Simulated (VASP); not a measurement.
# K (Fd-3m) in VASP: single point with r2SCAN

Aim: the single point of K with r2SCAN.

All numbers are computed with VASP 6.6.1; they aren't measurements. Logs are shortened: lines on timing, memory, paths and dates and some standing lists are left out, and cuts for length are marked.

**1. The cell of the first run**

It takes space group Fd-3m (No. 227, cubic). The conventional cell has a = 9.717 Å, b = 9.717 Å, c = 9.717 Å, α = 90.00°, β = 90.00°, γ = 90.00°. K (site symmetry -43m) has 4 K at 4.21 Å within 5.5 Å.

This isn't the form of K at room conditions, which is bcc.

**2. Single point, r2SCAN**

File POSCAR:

```
K
1.0
    0.0000000000      4.8586146992      4.8586146992
    4.8586146992      0.0000000000      4.8586146992
    4.8586146992      4.8586146992      0.0000000000
K
2
Direct
    0.1250000000      0.1250000000      0.1250000000
    0.8750000000      0.8750000000      0.8750000000
```

File INCAR.step1:

```
SYSTEM = K
PREC = Accurate ; ENCUT = 520
ISMEAR = -1 ; SIGMA = 0.1
LREAL = .False. ; LASPH = .True.
NELM = 100 ; NBANDS = 16
GGA = PE ; ALGO = Normal
EDIFF = 1E-4 ; LWAVE = .True.
LCHARG = .False.
```

File INCAR.step2:

```
SYSTEM = K
PREC = Accurate ; ENCUT = 520
EDIFF = 1E-7 ; ISMEAR = -1
SIGMA = 0.1 ; LREAL = .False.
LASPH = .True. ; NELM = 100
ALGO = Normal ; ISIF = 2
LWAVE = .False. ; LCHARG = .True.
METAGGA = R2SCAN ; LMIXTAU = .True.
LELF = .True. ; LVHAR = .True.
NBANDS = 16 ; ISTART = 1
```

File KPOINTS:

```
Automatic mesh
0
Gamma
  9 9 9
  0 0 0
```

Potentials or basis: VASP PAW PBE potentials, release 64 (K_sv).

The run is started by

```console
$ cat potpaw_PBE.64/K_sv/POTCAR > POTCAR
$ cp INCAR.step1 INCAR
$ mpirun -np 1 vasp_std > vasp.out
$ cp INCAR.step2 INCAR
$ mpirun -np 1 vasp_std > vasp.out
```

OUTCAR:

```text
SYSTEM = K
   PREC = Accurate
   ENCUT = 520
   EDIFF = 1E-7
   ISMEAR = -1
   LREAL = .False.
   LASPH = .True.
   NELM = 100
   ISIF = 2
   METAGGA = R2SCAN
   ISTART = 1

 ion  position               nearest neighbor table
   1  0.125  0.125  0.125-
   2  0.875  0.875  0.875-

  LATTYP: Found a face centered cubic cell.
 ALAT       =     9.7172293984

  Lattice vectors:

 A1 = (   0.0000000000,   4.8586146992,   4.8586146992)
 A2 = (   4.8586146992,   0.0000000000,   4.8586146992)
 A3 = (   4.8586146992,   4.8586146992,   0.0000000000)

Analysis of symmetry for initial positions (statically):
=====================================================================
 Subroutine PRICEL returns:
 Original cell was already a primitive cell.

 Routine SETGRP: Setting up the symmetry group for a
 face centered cubic supercell.

 Subroutine GETGRP returns: Found 48 space group operations
 (whereof 12 operations were pure point group operations)
 out of a pool of 48 trial point group operations.

The static configuration has the point symmetry D_3d.
 The point group associated with its full space group is O_h .

Analysis of symmetry for dynamics (positions and initial velocities):
=====================================================================
 Subroutine PRICEL returns:
 Original cell was already a primitive cell.

 Routine SETGRP: Setting up the symmetry group for a
 face centered cubic supercell.

 Subroutine GETGRP returns: Found 48 space group operations
 (whereof 12 operations were pure point group operations)
 out of a pool of 48 trial point group operations.

The dynamic configuration has the point symmetry D_3d.
 The point group associated with its full space group is O_h .

 Subroutine INISYM returns: Found 48 space group operations
 (whereof 12 operations are pure point group operations),
 and found     1 'primitive' translations

----------------------------------------------------------------------------------------

                                     Primitive cell

  volume of cell :     229.3862

  direct lattice vectors                    reciprocal lattice vectors
     0.000000000  4.858614699  4.858614699    -0.102909992  0.102909992  0.102909992
     4.858614699  0.000000000  4.858614699     0.102909992 -0.102909992  0.102909992
     4.858614699  4.858614699  0.000000000     0.102909992  0.102909992 -0.102909992

  length of vectors
     6.871118802  6.871118802  6.871118802     0.178245335  0.178245335  0.178245335

  position of ions in fractional coordinates (direct lattice)
     0.125000000  0.125000000  0.125000000
     0.875000000  0.875000000  0.875000000

  ion indices of the primitive-cell ions
   primitive index   ion index
                 1           1
                 2           2

----------------------------------------------------------------------------------------

 KPOINTS: Automatic mesh

Automatic generation of k-mesh.
 Grid dimensions read from file:
 generate k-points for:    9    9    9

 Generating k-lattice:

  Cartesian coordinates                     Fractional coordinates (reciprocal lattice)
    -0.011434444  0.011434444  0.011434444     0.111111111  0.000000000  0.000000000
     0.011434444 -0.011434444  0.011434444     0.000000000  0.111111111  0.000000000
     0.011434444  0.011434444 -0.011434444     0.000000000  0.000000000  0.111111111

  Length of vectors
     0.019805037  0.019805037  0.019805037

  Shift w.r.t. Gamma in fractional coordinates (k-lattice)
     0.000000000  0.000000000  0.000000000

 Subroutine IBZKPT returns following result:
 ===========================================

 Found     35 irreducible k-points:

 Following reciprocal coordinates:
            Coordinates               Weight
  0.000000  0.000000  0.000000      1.000000
  0.111111  0.000000  0.000000      8.000000
  0.222222  0.000000  0.000000      8.000000
  0.333333  0.000000  0.000000      8.000000
  0.444444  0.000000  0.000000      8.000000
  0.111111  0.111111  0.000000      6.000000
[... 16 lines left out ...]
 -0.333333  0.333333  0.000000     12.000000
  0.444444  0.444444  0.000000      6.000000
 [... further k-points ...]
   k-points           NKPTS =     35   k-points in BZ     NKDIM =     35   number of bands    NBANDS=     16
   number of dos      NEDOS =    301   number of ions     NIONS =      2
   total plane-waves  NPLWV = 157464
   dimension x,y,z NGX =    54 NGY =   54 NGZ =   54
   dimension x,y,z NGXF=   108 NGYF=  108 NGZF=  108
   ions per type =               2
   NGX,Y,Z   is equivalent  to a cutoff of  13.07, 13.07, 13.07 a.u.
   NGXF,Y,Z  is equivalent  to a cutoff of  26.13, 26.13, 26.13 a.u.
 SYSTEM =  K
   PREC   = accura    normal or accurate (medium, high low for compatibility)
   ISTART =      1    job   : 0-new  1-cont  2-samecut
   ICHARG =      0    charge: 1-file 2-atom 10-const
   ISPIN  =      1    spin polarized calculation?
   LNONCOLLINEAR =      F non collinear calculations
   LSORBIT =      F    spin-orbit coupling
   LASPH  =      T    aspherical Exc in radial PAW
   ENCUT  =  520.0 eV  38.22 Ry    6.18 a.u.  12.78 12.78 12.78*2*pi/ulx,y,z
   NELM   =    100;   NELMIN=  2; NELMDL=  0     # of ELM steps
   EDIFF  = 0.1E-06   stopping-criterion for ELM
   LREAL  =      F    real-space projection
   EDIFFG = 0.1E-05   stopping-criterion for IOM
   NSW    =      0    number of steps for IOM
   IBRION =     -1    ionic relax: 0-MD 1-quasi-New 2-CG
   NFREE  =      0    steps in history (QN), initial steepest desc. (CG)
   ISIF   =      2    stress and relaxation
   ISYM   =      2    0-nonsym 1-usesym 2-fastsym
   POTIM  = 0.5000    time-step for ionic-motion
   TEBEG  =    0.0;   TEEND  =   0.0 temperature during run
   PSTRESS=    0.0 pullay stress
   NELECT =      18.0000    total number of electrons
   NUPDOWN=      -1.0000    fix difference up-down
   EMIN   =  10.00;   EMAX   =-10.00  energy-range for DOS
   EFERMI =   0.00;   METHOD = LEGACY
   ISMEAR =    -1;   SIGMA  =   0.10  broadening in eV -4-tet -1-fermi 0-gaus
   EFERMI_NEDOS =   21; number of points for ismear=-14 and -15
   IALGO  =     38    algorithm
   IMIX   =      4    mixing-type and parameters
     AMIX     =   0.40;   BMIX     =  1.00
     AMIX_MAG =   1.60;   BMIX_MAG =  1.00
  volume/ion in A,a.u.               =     114.69       773.99
  Fermi-wavevector in a.u.,A,eV,Ry     =   0.700879  1.324470  6.683614  0.491232
  Thomas-Fermi vector in A             =   1.785153
   LORBIT       =      0    0 simple, 1 ext, 2 COOP (PROOUT), +10 PAW based schemes
   METAGGA = R2SCAN    functional components
   LHFCALC =     F    Hartree Fock is set to
   AEXX    =    0.0000 exact exchange contribution
   IVDW    =     0    specifies the selected vdW correction
   LEPSILON=     F    determine dielectric tensor
   LRPA    =     F    only Hartree local field effects (RPA)
 non-spin polarized calculation
  energy-cutoff  :      520.00
  volume of cell :      229.39
 maximum number of plane-waves:      6192
 NGX is ok and might be reduce to    54
   NGX = 25   NGY = 25   NGZ = 25

 number of electron      17.9999998 magnetization

 Free energy of the ion-electron system (eV)
  ---------------------------------------------------
  ext. energy  EPLUGINS =         0.00000000
  ---------------------------------------------------
  free energy    TOTEN  =       -11.36454300 eV

  energy without entropy =      -11.31092549  energy(sigma->0) =      -11.33773425

 E-fermi :  -0.7939     XC(G=0):  -4.8066

 val. band max:       -0.7953741603   @ k =   0.4444   0.0000   0.0000
 cond. band min:      -0.7383225216   @ k =  -0.4444   0.2222   0.0000
 fundamental gap:      0.0570516387
 Fermi energy:        -0.7938777469

 k-point     1 :       0.0000    0.0000    0.0000
  band No.  band energies     occupation
      1     -35.0148      2.00000
      2     -35.0037      2.00000
      3     -17.7342      2.00000
      4     -17.7342      2.00000
      5     -17.7342      2.00000
      6     -17.6820      2.00000
[... 8 lines left out ...]
     15       2.0440      0.00000
     16       2.1882      0.00000

 k-point     2 :       0.1111    0.0000    0.0000
  band No.  band energies     occupation
      1     -35.0146      2.00000
      2     -35.0040      2.00000
      3     -17.7349      2.00000
      4     -17.7349      2.00000
      5     -17.7340      2.00000
      6     -17.6823      2.00000
[... 8 lines left out ...]
     15       2.1313      0.00000
     16       2.1729      0.00000

 k-point     3 :       0.2222    0.0000    0.0000
  band No.  band energies     occupation
      1     -35.0139      2.00000
      2     -35.0046      2.00000
      3     -17.7366      2.00000
      4     -17.7366      2.00000
      5     -17.7336      2.00000
      6     -17.6832      2.00000
[... 8 lines left out ...]
     15       2.0612      0.00000
     16       2.4133      0.00000

 k-point     4 :       0.3333    0.0000    0.0000
  band No.  band energies     occupation
      1     -35.0129      2.00000
      2     -35.0056      2.00000
      3     -17.7384      2.00000
      4     -17.7384      2.00000
      5     -17.7331      2.00000
      6     -17.6841      2.00000
[... 8 lines left out ...]
     15       2.0085      0.00000
     16       2.6837      0.00000

 k-point     5 :       0.4444    0.0000    0.0000
  band No.  band energies     occupation
      1     -35.0122      2.00000
      2     -35.0064      2.00000
      3     -17.7396      2.00000
      4     -17.7396      2.00000
      5     -17.7328      2.00000
      6     -17.6847      2.00000
[... 8 lines left out ...]
     15       1.9942      0.00000
     16       2.8901      0.00000

 k-point     6 :       0.1111    0.1111    0.0000
  band No.  band energies     occupation
      1     -35.0145      2.00000
      2     -35.0040      2.00000
      3     -17.7357      2.00000
      4     -17.7357      2.00000
      5     -17.7327      2.00000
      6     -17.6837      2.00000
[... 8 lines left out ...]
     15       2.2583      0.00000
     16       2.3193      0.00000

 k-point     7 :       0.2222    0.1111    0.0000
  band No.  band energies     occupation
      1     -35.0139      2.00000
      2     -35.0046      2.00000
      3     -17.7375      2.00000
      4     -17.7375      2.00000
      5     -17.7313      2.00000
      6     -17.6853      2.00000
[... 8 lines left out ...]
     15       2.2599      0.00000
     16       2.4271      0.00000

 k-point     8 :       0.3333    0.1111    0.0000
  band No.  band energies     occupation
      1     -35.0130      2.00000
      2     -35.0055      2.00000
      3     -17.7396      2.00000
      4     -17.7393      2.00000
      5     -17.7301      2.00000
      6     -17.6869      2.00000
[... 8 lines left out ...]
     15       2.1950      0.00000
     16       2.5224      0.00000

 k-point     9 :       0.4444    0.1111    0.0000
  band No.  band energies     occupation
      1     -35.0121      2.00000
      2     -35.0064      2.00000
      3     -17.7414      2.00000
      4     -17.7403      2.00000
      5     -17.7292      2.00000
      6     -17.6880      2.00000
[... 8 lines left out ...]
     15       2.3139      0.00000
     16       2.7695      0.00000
[... 172 lines left out ...]
 k-point    19 :      -0.2222    0.2222    0.0000
  band No.  band energies     occupation
      1     -35.0125      2.00000
      2     -35.0060      2.00000
      3     -17.7429      2.00000
      4     -17.7388      2.00000
      5     -17.7277      2.00000
      6     -17.6893      2.00000
[... 8 lines left out ...]
     15       2.4359      0.00000
     16       2.4376      0.00000

 k-point    20 :       0.3333    0.3333    0.0000
  band No.  band energies     occupation
      1     -35.0120      2.00000
      2     -35.0065      2.00000
      3     -17.7428      2.00000
      4     -17.7428      2.00000
      5     -17.7217      2.00000
      6     -17.6956      2.00000
[... 8 lines left out ...]
     15       2.8027      0.00000
     16       2.9085      0.00000

 k-point    21 :       0.4444    0.3333    0.0000
  band No.  band energies     occupation
      1     -35.0111      2.00000
      2     -35.0074      2.00000
      3     -17.7445      2.00000
      4     -17.7439      2.00000
      5     -17.7179      2.00000
      6     -17.6995      2.00000
[... 8 lines left out ...]
     15       2.7735      0.00000
     16       2.9799      0.00000

 k-point    22 :      -0.4444    0.3333    0.0000
  band No.  band energies     occupation
      1     -35.0103      2.00000
      2     -35.0082      2.00000
      3     -17.7459      2.00000
      4     -17.7438      2.00000
      5     -17.7157      2.00000
      6     -17.7017      2.00000
[... 8 lines left out ...]
     15       2.6258      0.00000
     16       3.0630      0.00000

 k-point    23 :      -0.3333    0.3333    0.0000
  band No.  band energies     occupation
      1     -35.0107      2.00000
      2     -35.0079      2.00000
      3     -17.7462      2.00000
      4     -17.7425      2.00000
      5     -17.7186      2.00000
      6     -17.6987      2.00000
[... 8 lines left out ...]
     15       2.4359      0.00000
     16       2.8947      0.00000

 k-point    24 :       0.4444    0.4444    0.0000
  band No.  band energies     occupation
      1     -35.0102      2.00000
      2     -35.0083      2.00000
      3     -17.7450      2.00000
      4     -17.7450      2.00000
      5     -17.7133      2.00000
      6     -17.7043      2.00000
[... 8 lines left out ...]
     15       3.0264      0.00000
     16       3.0264      0.00000

 [... further k-points ...]
[... 5 lines left out ...]
  --------------------------------------------------------------------------------------
  -------------------------------------------------------------------------------------
  Total       -0.0365547     -0.0365547     -0.0365547     -0.0000000      0.0000000      0.0000000
  in kB       -0.2553208     -0.2553208     -0.2553208     -0.0000000      0.0000000      0.0000000
  external PRESSURE =      -0.2553208 kB  Pullay stress =       0.0000000 kB

 VOLUME and BASIS-vectors are now :
 -----------------------------------------------------------------------------
  energy-cutoff  :      520.00
  volume of cell :      229.39
      direct lattice vectors                 reciprocal lattice vectors
     0.000000000  4.858614699  4.858614699    -0.102909992  0.102909992  0.102909992
     4.858614699  0.000000000  4.858614699     0.102909992 -0.102909992  0.102909992
     4.858614699  4.858614699  0.000000000     0.102909992  0.102909992 -0.102909992

 POSITION                                       TOTAL-FORCE (eV/Angst)
 -----------------------------------------------------------------------------------
      1.21465      1.21465      1.21465         0.000000      0.000000     -0.000000
      8.50258      8.50258      8.50258        -0.000000     -0.000000      0.000000
 -----------------------------------------------------------------------------------
    total drift:                               -0.000000      0.000000     -0.000000

  FREE ENERGIE OF THE ION-ELECTRON SYSTEM (eV)
  ---------------------------------------------------
  free  energy   TOTEN  =       -11.3645430000 eV

  energy  without entropy=      -11.3109254935  energy(sigma->0) =      -11.33773425
```

Run time: 22 min. Hardware: 1 thread of Intel Xeon Platinum 8259CL at 2.50GHz (Skylake/Cascade Lake), shared host; peak memory 0.47 GiB.

Results:

* Free energy: -11.3645 eV
* Pressure: 0.0 GPa
* Band gap on the k mesh: zero (bands 9 and 10 overlap by 0.24 eV)

Caveat: the PAW data sets were made with another functional, which shifts forces and pressure a little.
